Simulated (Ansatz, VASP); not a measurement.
Ge: VASP beside Ansatz

```xyz
2
Lattice="0.0000 2.6025 3.0551 2.6025 0.0000 3.0551 2.6025 2.6025 0.0000" Properties=species:S:1:pos:R:3 pbc="T T T"
Ge    2.6025    2.6025    3.0551
Ge    3.9037    3.9037    4.5826
```

Change from the starting cell: strain -0.080 along x and y, +0.080 along z, atoms carried along.

Alike in both runs: task single point; functional PBE; k mesh 14 × 14 × 14; occupations gaussian, width 0.15 eV; no spin polarisation.

|  | VASP | Ansatz |
| --- | --- | --- |
| version | VASP 6.6.1 | Ansatz 0.2.0 |
| potentials or method | VASP PAW PBE potentials, release 64 (Ge_d), cutoff 500 eV | scalar-relativistic, plane waves, PAW |
| valence electrons in the cell | 28 | 28 |

```tsv
	VASP	Ansatz	Ansatz less VASP
gap on the k mesh at the Fermi level (eV)	none	none	-
pressure (GPa)	11.6	11.7	+0.14
traceless stress, the component that is largest in VASP (GPa)	-9.57	-9.54	+0.032
```

A gap of «none» marks a metal or a gap that the smearing closes.
